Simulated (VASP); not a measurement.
Here is a VASP 6.6.1 calculation.

File INCAR:

```
ALGO = Normal
EDIFF = 1E-8
ENCUT = 520
GGA = CA
ISIF = 2
ISMEAR = -1
LASPH = T
LCHARG = F
LEFG = T
LREAL = F
LWAVE = F
NBANDS = 9
NELM = 100
PREC = Accurate
SIGMA = 0.03
```

KPOINTS

```
k-points
0
Gamma
  11 11 11
```

The input POSCAR:

```
LiH
1.0
    0.0000000000      2.0188586494      2.0188586494
    2.0188586494      0.0000000000      2.0188586494
    2.0188586494      2.0188586494      0.0000000000
Li H
1 1
Direct
    0.0000000000      0.0000000000      0.0000000000
    0.5000000000      0.5000000000      0.5000000000
```

Potentials or basis: VASP PAW LDA potentials, release 64 (Li_sv, H).

The run is started by

```bash
$ cat potpaw_LDA.64/Li_sv/POTCAR potpaw_LDA.64/H/POTCAR > POTCAR
$ mpirun -np 1 vasp_std > vasp.out
```

Question: Predict the band gap on the k mesh.

Answer: 2.82 eV, direct.

Caveat: without QUAD_EFG the Cq values of the log hold for a quadrupole moment of 1 mb, not for the nuclei. A k mesh can miss the band edges.
